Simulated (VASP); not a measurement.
# WC in VASP: a series of runs, part 2 of 2

VASP 6.6.1.

**3. Single point, PBEsol**

File INCAR:

```
SYSTEM = WC
PREC = Accurate ; ENCUT = 520
EDIFF = 1E-7 ; ISMEAR = 0
SIGMA = 0.1 ; LREAL = .False.
LASPH = .True. ; NELM = 60
ALGO = Normal ; ISIF = 2
LWAVE = .False. ; LCHARG = .False.
LDIPOL = .True. ; IDIPOL = 3
DIPOL = 0.5 0.5 0.500 ; GGA = PS
EFIELD = 0.3 ; NBANDS = 46
```

File KPOINTS:

```
Automatic mesh
0
Gamma
  12 12 1
  0 0 0
```

File POSCAR:

```
WC
1.0
    2.8984136678      0.0000000000      0.0000000000
   -1.4492068339      2.5100998670      0.0000000000
    0.0000000000      0.0000000000     24.8966416592
C W
4 4
Direct
    0.6666666667      0.3333333333      0.3012454492
    0.6666666667      0.3333333333      0.4148194782
    0.6666666667      0.3333333333      0.5283935073
    0.6666666667      0.3333333333      0.6419675363
    0.0000000000      0.0000000000      0.3580324637
    0.0000000000      0.0000000000      0.4716064927
    0.0000000000      0.0000000000      0.5851805218
    0.0000000000      0.0000000000      0.6987545508
```

Potentials or basis: VASP PAW PBE potentials, release 64 (C, W_sv).

Launch:

```bash
$ cat potpaw_PBE.64/C/POTCAR potpaw_PBE.64/W_sv/POTCAR > POTCAR
$ mpirun -np 1 vasp_std > vasp.out
```

OUTCAR:

```text
SYSTEM = WC
   PREC = Accurate
   ENCUT = 520
   EDIFF = 1E-7
   ISMEAR = 0
   LREAL = .False.
   LASPH = .True.
   NELM = 60
   ISIF = 2
   GGA = PS

 ion  position               nearest neighbor table
   1  0.667  0.333  0.301-   5 2.19   5 2.19   5 2.19
   2  0.667  0.333  0.415-   6 2.19   5 2.19   6 2.19   5 2.19   6 2.19   5 2.19
   3  0.667  0.333  0.528-   7 2.19   7 2.19   7 2.19   6 2.19   6 2.19   6 2.19
   4  0.667  0.333  0.642-   8 2.19   7 2.19   8 2.19   7 2.19   8 2.19   7 2.19
   5  0.000  0.000  0.358-   1 2.19   2 2.19   1 2.19   2 2.19   1 2.19   2 2.19   6 2.83
[... 1149 lines left out ...]
  in kB      -26.9290223    -26.9290223    -55.4273614      0.0000000      0.0000000      0.0000000
  external PRESSURE =     -36.4284687 kB  Pullay stress =       0.0000000 kB

 VOLUME and BASIS-vectors are now :
 -----------------------------------------------------------------------------
  energy-cutoff  :      520.00
  volume of cell :      181.13
      direct lattice vectors                 reciprocal lattice vectors
     2.898413668  0.000000000  0.000000000     0.345016314  0.199195262  0.000000000
    -1.449206834  2.510099867  0.000000000     0.000000000  0.398390523  0.000000000
     0.000000000  0.000000000 24.896641659     0.000000000  0.000000000  0.040166060

 POSITION                                       TOTAL-FORCE (eV/Angst)
 -----------------------------------------------------------------------------------
      1.44921      0.83670      7.50000         0.000000      0.000000      4.739967
      1.44921      0.83670     10.32761         0.000000     -0.000000      0.981042
      1.44921      0.83670     13.15522         0.000000     -0.000000      0.252928
      1.44921      0.83670     15.98284        -0.000000      0.000000      0.885119
      0.00000      0.00000      8.91381         0.000000     -0.000000     -5.702469
      0.00000      0.00000     11.74142        -0.000000     -0.000000     -0.366579
      0.00000      0.00000     14.56903        -0.000000     -0.000000      0.163807
      0.00000      0.00000     17.39664         0.000000     -0.000000     -0.953814
 -----------------------------------------------------------------------------------
    total drift:                               -0.000000      0.000000     -0.000017

  FREE ENERGIE OF THE ION-ELECTRON SYSTEM (eV)
  ---------------------------------------------------
  free  energy   TOTEN  =       -89.9269838958 eV

  energy  without entropy=      -89.9123639819  energy(sigma->0) =      -89.91967394

 vacuum level on the upper side and lower side of the slab         5.223        10.068
```

Run time: 15 min. Hardware: 1 thread of Intel Xeon 8259CL, shared host; peak memory 0.39 GiB.

Results:

```
Free energy            : -89.9270 eV
Largest force          : 5.702 eV/Å
Band gap on the k mesh : zero (bands 36 and 37 overlap by 0.71 eV)
```

Forces on the atoms (eV/Å):
```
C    0.000  0.000  4.740
C    0.000  0.000  0.981
C    0.000  0.000  0.253
C    0.000  0.000  0.885
W    0.000  0.000 -5.702
W    0.000  0.000 -0.367
W    0.000  0.000  0.164
W    0.000  0.000 -0.954
```

Levels at points of the mesh, in eV from the Fermi level:
| k point | band 33 | band 34 | band 35 | band 36 | band 37 | band 38 | band 39 | band 40 |
| --- | --- | --- | --- | --- | --- | --- | --- | --- |
| (0.00, 0.00, 0.00) | -1.09 | -0.46 | -0.46 | 0.13 | 0.26 | 0.26 | 0.49 | 1.55 |
| (0.50, 0.00, 0.00) | -1.45 | -0.45 | 0.08 | 0.41 | 0.85 | 2.07 | 2.42 | 3.70 |

Caveat: the PAW data sets were made with another functional, which shifts forces and pressure a little; spin-orbit coupling is left out, which moves the levels of the heavy elements.

**4. Single point, PBEsol (atoms taken out)**

File INCAR:

```
SYSTEM = WC
PREC = Accurate ; ENCUT = 520
EDIFF = 1E-6 ; ISMEAR = 0
SIGMA = 0.1 ; LREAL = .False.
LASPH = .True. ; NELM = 60
ALGO = Normal ; ISIF = 2
LWAVE = .False. ; LCHARG = .True.
LDIPOL = .True. ; IDIPOL = 3
DIPOL = 0.5 0.5 0.500 ; GGA = PS
LELF = .True. ; LVHAR = .True.
LVACPOTAV = .True. ; NBANDS = 66
```

KPOINTS is that of step 3.

File POSCAR:

```
WC
1.0
    2.8984136678      0.0000000000      0.0000000000
   -1.4492068339      2.5100998670      0.0000000000
    0.0000000000      0.0000000000     30.5518654645
C W
6 6
Direct
    0.6666666667      0.3333333333      0.2454841917
    0.6666666667      0.3333333333      0.3380353947
    0.6666666667      0.3333333333      0.4305865977
    0.6666666667      0.3333333333      0.5231378008
    0.6666666667      0.3333333333      0.6156890038
    0.6666666667      0.3333333333      0.7082402068
    0.0000000000      0.0000000000      0.2917597932
    0.0000000000      0.0000000000      0.3843109962
    0.0000000000      0.0000000000      0.4768621992
    0.0000000000      0.0000000000      0.5694134023
    0.0000000000      0.0000000000      0.6619646053
    0.0000000000      0.0000000000      0.7545158083
```

Launch:

```bash
$ cat potpaw_PBE.64/C/POTCAR potpaw_PBE.64/W_sv/POTCAR > POTCAR
$ mpirun -np 1 vasp_std > vasp.out
```

Wall time 33 min (1 thread of Intel Xeon 8259CL, shared host); peak memory 0.49 GiB.

Results (log left out):

```
Free energy            : -137.7191 eV
Largest force          : 5.587 eV/Å
Band gap on the k mesh : zero (bands 54 and 55 overlap by 0.83 eV)
```

Forces on the atoms (eV/Å):
```
C    0.000  0.000  4.682
C    0.000  0.000  0.823
C    0.000  0.000  0.064
C    0.000  0.000  0.106
C    0.000  0.000  0.141
C    0.000  0.000  0.858
W    0.000  0.000 -5.587
W    0.000  0.000 -0.085
W    0.000  0.000 -0.028
W    0.000  0.000 -0.158
W    0.000  0.000  0.213
W    0.000  0.000 -1.028
```

Levels at points of the mesh, in eV from the Fermi level:
```csv
k point,band 50,band 51,band 52,band 53,band 54,band 55,band 56,band 57,band 58,band 59
"(0.00, 0.00, 0.00)",-0.63,-0.63,-0.27,-0.27,0.06,0.13,0.33,0.33,0.56,1.20
"(0.50, 0.00, 0.00)",-1.30,-0.64,-0.03,0.11,0.42,0.81,2.06,2.23,3.18,3.81
```

Caveat: the cell differs from its parent crystal (atoms taken out); the PAW data sets were made with another functional, which shifts forces and pressure a little; spin-orbit coupling is left out, which moves the levels of the heavy elements.

**5. Summary**

| cell | smearing | electric field (eV/Å) | gap on the mesh (eV) | largest force (eV/Å) |
| --- | --- | --- | --- | --- |
| a = 2.898, b = 2.898, c = 24.897 Å, angles 90.0, 90.0, 120.0°, 8 atoms, atomic positions A | gaussian 0.5 eV | - | none | 5.05 |
| a = 2.898, b = 2.898, c = 24.897 Å, angles 90.0, 90.0, 120.0°, 8 atoms, atomic positions A | gaussian 0.1 eV | 0.3 eV/Å | none | 5.70 |
| a = 2.898, b = 2.898, c = 30.552 Å, angles 90.0, 90.0, 120.0°, 12 atoms, atomic positions B | gaussian 0.1 eV | - | none | 5.59 |

Alike in all rows: task single point; level PBEsol; potentials or basis VASP PAW PBE potentials, release 64 (C, W_sv); no spin polarisation; k mesh 12 × 12 × 1; cutoff (eV) 520.

Caveats: the PAW data sets were made with another functional, which shifts forces and pressure a little; spin-orbit coupling is left out, which moves the levels of the heavy elements; so wide a smearing shifts energies and pressures (at least some runs).

Total energies depend on the potentials used, so only differences within one code and one set of settings carry meaning.
